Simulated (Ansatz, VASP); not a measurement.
One calculation of SiC, two programs

```
Si C
1.0
     3.07600    0.00000    0.00000
    -1.53800    2.66389    0.00000
     0.00000    0.00000    5.04800
Si C
2 2
Direct
  0.33333 0.66667 0.00000
  0.66667 0.33333 0.50000
  0.33333 0.66667 0.38500
  0.66667 0.33333 0.88500
```

Alike in both runs: task single point; functional PBE; k mesh 12 × 12 × 4; no spin polarisation.

```csv
,VASP,Ansatz
version,VASP 6.6.1,Ansatz 0.2.0
potentials or method,"VASP PAW PBE potentials, release 64 (Si, C), cutoff 520 eV","plane waves, PAW"
occupations,"gaussian, width 0.01 eV",fixed
valence electrons in the cell,16,16
```

```tsv
	VASP	Ansatz	Ansatz less VASP
pressure (GPa)	3.6	3.7	+0.06
traceless stress, the component that is largest in VASP (GPa)	-3.24	-3.26	-0.019
```
